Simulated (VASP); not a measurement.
A run of VASP 6.6.1:

The input POSCAR:

```
AlCo
1.0
    2.9169863713      0.0000000000      0.0000000000
    0.0000000000      2.9169863713      0.0000000000
    0.0000000000      0.0000000000      2.9169863713
Al Co
1 1
Direct
    0.5000000000      0.5000000000      0.5000000000
    0.0000000000      0.0000000000      0.0000000000
```

Contents of INCAR.step1:

```
SYSTEM = AlCo
PREC = Accurate ; ENCUT = 600
ISMEAR = 0 ; SIGMA = 0.1
LREAL = .False. ; LASPH = .True.
NELM = 150 ; ISPIN = 2
MAGMOM = 0 0.41 ; LMAXMIX = 4
GGA = PE ; ALGO = Normal
EDIFF = 1E-4 ; LWAVE = .True.
LCHARG = .False.
```

Contents of INCAR.step2:

```
SYSTEM = AlCo
PREC = Accurate ; ENCUT = 600
EDIFF = 1E-6 ; ISMEAR = 0
SIGMA = 0.1 ; LREAL = .False.
LASPH = .True. ; NELM = 150
ALGO = Normal ; ISIF = 3
LWAVE = .False. ; LCHARG = .False.
ISPIN = 2 ; MAGMOM = 0 0.41
LORBIT = 11 ; LMAXMIX = 4
METAGGA = R2SCAN ; LMIXTAU = .True.
IBRION = 2 ; NSW = 80
EDIFFG = -0.05 ; ISTART = 1
```

Contents of KPOINTS:

```
regular mesh
0
Gamma
  6 6 6
  0 0 0
```

Potentials or basis: VASP PAW PBE potentials, release 64 (Al, Co).

Run with:

```console
$ cat potpaw_PBE.64/Al/POTCAR potpaw_PBE.64/Co/POTCAR > POTCAR
$ cp INCAR.step1 INCAR
$ mpirun -np 1 vasp_std > vasp.out
$ cp INCAR.step2 INCAR
$ mpirun -np 1 vasp_std > vasp.out
```

Hardware: 1 thread of Intel(R) Xeon(R) 6975P-C (Granite Rapids) (shared host).

Task: Estimate the wall time of this run.

Result: Run time: 58 s on 1 thread of Intel(R) Xeon(R) 6975P-C (Granite Rapids), on a shared host, peak memory 0.16 GiB. Counts: k points 20, ion steps 4.
